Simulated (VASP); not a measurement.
# Sb (Fd-3m) in VASP: notebook

Runs on Sb. Level: LDA. Tasks: single point.

All numbers are computed with VASP 6.6.1; they aren't measurements. Logs are shortened: lines on timing, memory, paths and dates and some standing lists are left out, and cuts for length are marked.

## Step 1: The cell of the first run

The structure is cubic, space group Fd-3m (No. 227). The conventional cell has a = 6.006 Å, b = 6.006 Å, c = 6.006 Å, α = 90.00°, β = 90.00°, γ = 90.00°. Within 3.4 Å of Sb (site symmetry -43m) lie 4 Sb at 2.60 Å.

## Step 2: Single point, LDA

File INCAR:

```
  PREC = Accurate
  ENCUT = 520
  EDIFF = 1E-7
  ISMEAR = -1
  SIGMA = 0.05
  LREAL = F
  LASPH = T
  NELM = 60
  ALGO = Normal
  ISIF = 2
  LWAVE = F
  LCHARG = F
  GGA = CA
  NBANDS = 12
```

File KPOINTS:

```
Automatic mesh
0
Gamma
  6 6 6
```

File POSCAR:

```
Sb
1.0
    0.0000000000      3.0027995634      3.0027995634
    3.0027995634      0.0000000000      3.0027995634
    3.0027995634      3.0027995634      0.0000000000
Sb
2
Direct
    0.0000000000      0.0000000000      0.0000000000
    0.2500000000      0.2500000000      0.2500000000
```

Potentials or basis: VASP PAW LDA potentials, release 64 (Sb).

Run with:

```
cat potpaw_LDA.64/Sb/POTCAR > POTCAR
mpirun -np 1 vasp_std > vasp.out
```

OUTCAR:

```text
PREC = Accurate
   ENCUT = 520
   EDIFF = 1E-7
   ISMEAR = -1
   LREAL = F
   LASPH = T
   NELM = 60
   ISIF = 2
   GGA = CA

 ion  position               nearest neighbor table
   1  0.000  0.000  0.000-   2 2.60   2 2.60   2 2.60   2 2.60
   2  0.250  0.250  0.250-   1 2.60   1 2.60   1 2.60   1 2.60

  LATTYP: Found a face centered cubic cell.
 ALAT       =     6.0055991268

  Lattice vectors:

 A1 = (   0.0000000000,   3.0027995634,   3.0027995634)
 A2 = (   3.0027995634,   0.0000000000,   3.0027995634)
 A3 = (   3.0027995634,   3.0027995634,   0.0000000000)

Analysis of symmetry for initial positions (statically):
=====================================================================
 Subroutine PRICEL returns:
 Original cell was already a primitive cell.

 Routine SETGRP: Setting up the symmetry group for a
 face centered cubic supercell.

 Subroutine GETGRP returns: Found 48 space group operations
 (whereof 24 operations were pure point group operations)
 out of a pool of 48 trial point group operations.

The static configuration has the point symmetry T_d .
 The point group associated with its full space group is O_h .

Analysis of symmetry for dynamics (positions and initial velocities):
=====================================================================
 Subroutine PRICEL returns:
 Original cell was already a primitive cell.

 Routine SETGRP: Setting up the symmetry group for a
 face centered cubic supercell.

 Subroutine GETGRP returns: Found 48 space group operations
 (whereof 24 operations were pure point group operations)
 out of a pool of 48 trial point group operations.

The dynamic configuration has the point symmetry T_d .
 The point group associated with its full space group is O_h .

 Subroutine INISYM returns: Found 48 space group operations
 (whereof 24 operations are pure point group operations),
 and found     1 'primitive' translations

----------------------------------------------------------------------------------------

                                     Primitive cell

  volume of cell :      54.1513

  direct lattice vectors                    reciprocal lattice vectors
     0.000000000  3.002799563  3.002799563    -0.166511280  0.166511280  0.166511280
     3.002799563  0.000000000  3.002799563     0.166511280 -0.166511280  0.166511280
     3.002799563  3.002799563  0.000000000     0.166511280  0.166511280 -0.166511280

  length of vectors
     4.246599868  4.246599868  4.246599868     0.288405998  0.288405998  0.288405998

  position of ions in fractional coordinates (direct lattice)
     0.000000000  0.000000000  0.000000000
     0.250000000  0.250000000  0.250000000

  ion indices of the primitive-cell ions
   primitive index   ion index
                 1           1
                 2           2

----------------------------------------------------------------------------------------

 KPOINTS: Automatic mesh

Automatic generation of k-mesh.
 Grid dimensions read from file:
 generate k-points for:    6    6    6

 Generating k-lattice:

  Cartesian coordinates                     Fractional coordinates (reciprocal lattice)
    -0.027751880  0.027751880  0.027751880     0.166666667  0.000000000  0.000000000
     0.027751880 -0.027751880  0.027751880     0.000000000  0.166666667  0.000000000
     0.027751880  0.027751880 -0.027751880     0.000000000  0.000000000  0.166666667

  Length of vectors
     0.048067666  0.048067666  0.048067666

  Shift w.r.t. Gamma in fractional coordinates (k-lattice)
     0.000000000  0.000000000  0.000000000

 Subroutine IBZKPT returns following result:
 ===========================================

 Found     16 irreducible k-points:

 Following reciprocal coordinates:
            Coordinates               Weight
  0.000000  0.000000  0.000000      1.000000
  0.166667  0.000000  0.000000      8.000000
  0.333333  0.000000  0.000000      8.000000
  0.500000  0.000000  0.000000      4.000000
  0.166667  0.166667  0.000000      6.000000
  0.333333  0.166667  0.000000     24.000000
[... 8 lines left out ...]
 -0.333333  0.333333  0.166667     24.000000
 -0.333333  0.500000  0.166667     12.000000
   k-points           NKPTS =     16   k-points in BZ     NKDIM =     16   number of bands    NBANDS=     12
   number of dos      NEDOS =    301   number of ions     NIONS =      2
   total plane-waves  NPLWV =  32768
   dimension x,y,z NGX =    32 NGY =   32 NGZ =   32
   dimension x,y,z NGXF=    64 NGYF=   64 NGZF=   64
   ions per type =               2
   NGX,Y,Z   is equivalent  to a cutoff of  12.53, 12.53, 12.53 a.u.
   NGXF,Y,Z  is equivalent  to a cutoff of  25.05, 25.05, 25.05 a.u.
 SYSTEM =  unknown system
   PREC   = accura    normal or accurate (medium, high low for compatibility)
   ISTART =      0    job   : 0-new  1-cont  2-samecut
   ICHARG =      2    charge: 1-file 2-atom 10-const
   ISPIN  =      1    spin polarized calculation?
   LNONCOLLINEAR =      F non collinear calculations
   LSORBIT =      F    spin-orbit coupling
   LASPH  =      T    aspherical Exc in radial PAW
   ENCUT  =  520.0 eV  38.22 Ry    6.18 a.u.   7.90  7.90  7.90*2*pi/ulx,y,z
   NELM   =     60;   NELMIN=  2; NELMDL= -5     # of ELM steps
   EDIFF  = 0.1E-06   stopping-criterion for ELM
   LREAL  =      F    real-space projection
   EDIFFG = 0.1E-05   stopping-criterion for IOM
   NSW    =      0    number of steps for IOM
   IBRION =     -1    ionic relax: 0-MD 1-quasi-New 2-CG
   NFREE  =      0    steps in history (QN), initial steepest desc. (CG)
   ISIF   =      2    stress and relaxation
   ISYM   =      2    0-nonsym 1-usesym 2-fastsym
   POTIM  = 0.5000    time-step for ionic-motion
   TEBEG  =    0.0;   TEEND  =   0.0 temperature during run
   PSTRESS=    0.0 pullay stress
   NELECT =      10.0000    total number of electrons
   NUPDOWN=      -1.0000    fix difference up-down
   EMIN   =  10.00;   EMAX   =-10.00  energy-range for DOS
   EFERMI =   0.00;   METHOD = LEGACY
   ISMEAR =    -1;   SIGMA  =   0.05  broadening in eV -4-tet -1-fermi 0-gaus
   EFERMI_NEDOS =   21; number of points for ismear=-14 and -15
   IALGO  =     38    algorithm
   IMIX   =      4    mixing-type and parameters
     AMIX     =   0.40;   BMIX     =  1.00
     AMIX_MAG =   1.60;   BMIX_MAG =  1.00
  volume/ion in A,a.u.               =      27.08       182.72
  Fermi-wavevector in a.u.,A,eV,Ry     =   0.932263  1.761722 11.825020  0.869114
  Thomas-Fermi vector in A             =   2.058843
   LORBIT       =      0    0 simple, 1 ext, 2 COOP (PROOUT), +10 PAW based schemes
   GGA     = CA    functional components
   LHFCALC =     F    Hartree Fock is set to
   AEXX    =    0.0000 exact exchange contribution
   IVDW    =     0    specifies the selected vdW correction
   LEPSILON=     F    determine dielectric tensor
   LRPA    =     F    only Hartree local field effects (RPA)
 non-spin polarized calculation
  energy-cutoff  :      520.00
  volume of cell :       54.15
 maximum number of plane-waves:      1470
   NGX = 15   NGY = 15   NGZ = 15

 number of electron      10.0000001 magnetization

 Free energy of the ion-electron system (eV)
  ---------------------------------------------------
  ext. energy  EPLUGINS =         0.00000000
  ---------------------------------------------------
  free energy    TOTEN  =        -6.92843617 eV

  energy without entropy =       -6.89820814  energy(sigma->0) =       -6.91332216

 E-fermi :   9.2402     XC(G=0): -10.0085

 val. band max:        9.2311699014   @ k =  -0.3333   0.5000   0.1667
 cond. band min:       9.2853053926   @ k =   0.5000   0.3333   0.1667
 fundamental gap:      0.0541354912
 Fermi energy:         9.2402344829

 k-point     1 :       0.0000    0.0000    0.0000
  band No.  band energies     occupation
      1      -6.0076      2.00000
      2       6.0002      2.00000
      3       6.3133      2.00000
      4       6.3133      2.00000
      5       6.3133      2.00000
      6       8.9557      1.99327
      7       8.9557      1.99327
      8       8.9557      1.99327
      9      12.5995      0.00000
     10      15.3743      0.00000
     11      15.3743      0.00000
     12      16.2404      0.00000

 k-point     2 :       0.1667    0.0000    0.0000
  band No.  band energies     occupation
      1      -5.6982      2.00000
      2       3.1692      2.00000
      3       5.8259      2.00000
      4       5.8259      2.00000
      5       7.2418      2.00000
      6       9.5886      0.00188
      7       9.5886      0.00188
      8      10.3563      0.00000
      9      13.7967      0.00000
     10      14.4227      0.00000
     11      14.4227      0.00000
     12      15.6956      0.00000

 k-point     3 :       0.3333    0.0000    0.0000
  band No.  band energies     occupation
      1      -4.8513      2.00000
      2       0.4439      2.00000
      3       5.1946      2.00000
      4       5.1946      2.00000
      5       6.8308      2.00000
      6      10.1949      0.00000
      7      10.1949      0.00000
      8      13.0466      0.00000
      9      13.8811      0.00000
     10      14.8502      0.00000
     11      14.8502      0.00000
     12      17.9995      0.00000
[... 166 lines left out ...]
 k-point    15 :      -0.3333    0.3333    0.1667
  band No.  band energies     occupation
      1      -3.2837      2.00000
      2      -1.3959      2.00000
      3       2.6200      2.00000
      4       3.7109      2.00000
      5       9.3478      0.20830
      6      10.1420      0.00000
      7      12.1880      0.00000
      8      12.2659      0.00000
      9      14.1554      0.00000
     10      17.1125      0.00000
     11      17.3533      0.00000
     12      17.8380      0.00000

 k-point    16 :      -0.3333    0.5000    0.1667
  band No.  band energies     occupation
      1      -2.3501      2.00000
      2      -2.3501      2.00000
      3       2.9717      2.00000
      4       2.9717      2.00000
      5       9.2312      1.09040
      6       9.2312      1.09040
      7      12.6940      0.00000
      8      12.6940      0.00000
      9      16.6706      0.00000
     10      16.6706      0.00000
     11      18.0085      0.00000
     12      18.0085      0.00000

------------------------ aborting loop because EDIFF is reached ----------------------------------------

  FORCE on cell =-STRESS in cart. coord.  units (eV):
  Direction    XX          YY          ZZ          XY          YZ          ZX
  --------------------------------------------------------------------------------------
  -------------------------------------------------------------------------------------
  Total       10.4341609     10.4341609     10.4341609      0.0000000      0.0000000      0.0000000
  in kB      308.7159611    308.7159611    308.7159611      0.0000000      0.0000000      0.0000000
  external PRESSURE =     308.7159611 kB  Pullay stress =       0.0000000 kB

 VOLUME and BASIS-vectors are now :
 -----------------------------------------------------------------------------
  energy-cutoff  :      520.00
  volume of cell :       54.15
      direct lattice vectors                 reciprocal lattice vectors
     0.000000000  3.002799563  3.002799563    -0.166511280  0.166511280  0.166511280
     3.002799563  0.000000000  3.002799563     0.166511280 -0.166511280  0.166511280
     3.002799563  3.002799563  0.000000000     0.166511280  0.166511280 -0.166511280

 POSITION                                       TOTAL-FORCE (eV/Angst)
 -----------------------------------------------------------------------------------
      0.00000      0.00000      0.00000         0.000000      0.000000      0.000000
      1.50140      1.50140      1.50140        -0.000000     -0.000000     -0.000000
 -----------------------------------------------------------------------------------
    total drift:                               -0.000000      0.000000      0.000000

  FREE ENERGIE OF THE ION-ELECTRON SYSTEM (eV)
  ---------------------------------------------------
  free  energy   TOTEN  =        -6.9284361743 eV

  energy  without entropy=       -6.8982081442  energy(sigma->0) =       -6.91332216
```

It took 5.5 s on 1 thread of Intel Xeon 6975P-C, shared host; peak memory 0.15 GiB.

Results:

- Free energy: -6.9284 eV
- Pressure: 30.9 GPa
- Band gap on the k mesh: zero (band 5 reaches 9.35 eV, above the bottom of band 6 at 7.59 eV)

Caveat: spin-orbit coupling is left out, which moves the levels of the heavy elements.

[end of part 1 of 2]
